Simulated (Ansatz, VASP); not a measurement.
## LiBr: VASP beside Ansatz

```
Li Br
1.0
     0.00000    2.70614    2.70614
     2.70614    0.00000    2.70614
     2.70614    2.70614    0.00000
Li Br
1 1
Direct
  0.00000 0.00000 0.00000
  0.50000 0.50000 0.50000
```

Alike in both runs: functional PBEsol; k mesh 8 × 8 × 8; occupations gaussian, width 0.02 eV; no spin polarisation.

Ansatz relaxed the structure, and its values are those at the end. VASP's run is a single point on that final structure, the one shown.

|  | VASP | Ansatz |
| --- | --- | --- |
| version | VASP 6.6.1 | Ansatz 0.2.0 |
| potentials or method | VASP PAW PBE potentials, release 64 (Li_sv, Br), cutoff 750 eV | scalar-relativistic, plane waves, PAW |
| valence electrons in the cell | 10 | 10 |

```csv
,VASP,Ansatz,Ansatz less VASP
gap on the k mesh at the Fermi level (eV),4.98,4.98,-0.001
least direct gap on the mesh (eV),4.98,4.98,-0.001
pressure (GPa),0.0,0.0,+0.02
```

VASP's potentials were made for PBE, not for PBEsol.
